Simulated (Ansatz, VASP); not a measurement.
Ag: VASP beside Ansatz

```xyz
2
Lattice="2.9300 -0.0146 -0.0146 -1.4777 2.5448 -0.0054 -0.0239 -0.0239 4.7900" Properties=species:S:1:pos:R:3 pbc="T T T"
Ag   -0.0144    1.6856    1.1890
Ag    1.4428    0.8205    3.5809
```

Change from the starting cell: equal xy, yz and zx shear strains of -1 %.

Alike in both runs: task single point; functional PBE; k mesh 13 × 13 × 7; occupations fermi-dirac, width 0.03 eV; no spin polarisation.

```csv
,VASP,Ansatz
version,VASP 6.6.1,Ansatz 0.2.0
potentials or method,"VASP PAW PBE potentials, release 64 (Ag), cutoff 520 eV","all-electron LAPW, scalar-relativistic"
```

|  | VASP | Ansatz | Ansatz less VASP |
| --- | --- | --- | --- |
| pressure (GPa) | 0.1 | 0.3 | +0.11 |
| traceless stress, the component that is largest in VASP (GPa) | 1.14 | 1.14 | +0.007 |
| rms of the force components (eV/Å) | 0.007 | 0.007 | 0.0000 |

Atom by atom the forces differ by 0.000 eV/Å (rms over components). Ansatz ran all-electron here, and VASP with PAW potentials.
